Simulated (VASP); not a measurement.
# Ni: electric field gradients with LDA

Crystal: Ni.

```
Ni
1.0
     0.00000    1.77966    1.77966
     1.77966    0.00000    1.77966
     1.77966    1.77966    0.00000
Ni
1
Direct
  0.00000 0.00000 0.00000
```

| Item | Value |
| --- | --- |
| Program | VASP 6.6.1 |
| Task | electric field gradients |
| Functional | LDA |
| Potentials or basis | VASP PAW LDA potentials, release 64 (Ni) |
| Cutoff | 520 eV |
| k mesh | 20 × 20 × 20 |
| Occupations | fermi-dirac, width 0.05 eV |
| Spin | collinear spin, ferromagnetic start |
| Starting moments | [1.5] μB |
| Dipole correction | no |
| Further INCAR settings | ALGO = Normal; EDIFF = 1e-08; NBANDS = 15 |

The pressure is -22.1 GPa, the net moment is 0.61 μB per cell and the site moments are Ni +0.62 μB. The largest electric field gradient by atom is zero within the noise of the run. The valence electrons inside the program's atomic spheres are Ni 9.26.

Levels at points of the mesh, in eV from the Fermi level:
Spin up:
```
           k point  band 2  band 3  band 4  band 5  band 6  band 7  band 8  band 9
(0.00, 0.00, 0.00)   -2.26   -2.26   -2.26   -1.17   -1.17   23.49   26.96   26.96
(0.50, 0.00, 0.00)   -2.26   -2.26   -0.52   -0.52   -0.18    5.47   22.03   23.95
(0.50, 0.50, 0.00)   -3.94   -0.49   -0.38   -0.38    2.44    8.96   14.45   14.45
```
Spin down:
```csv
k point,band 3,band 4,band 5,band 6,band 7,band 8
"(0.00, 0.00, 0.00)",-1.64,-1.64,-0.59,-0.59,23.47,27.01
"(0.50, 0.00, 0.00)",-1.69,-0.16,0.14,0.14,5.85,22.00
"(0.50, 0.50, 0.00)",0.11,0.33,0.33,2.48,9.24,14.52
```

Wall time 2.1 min on 1 thread of Intel Xeon 8259CL, with other jobs on the host, peak memory 0.18 GiB.

Caveat: the cell stands under tension.
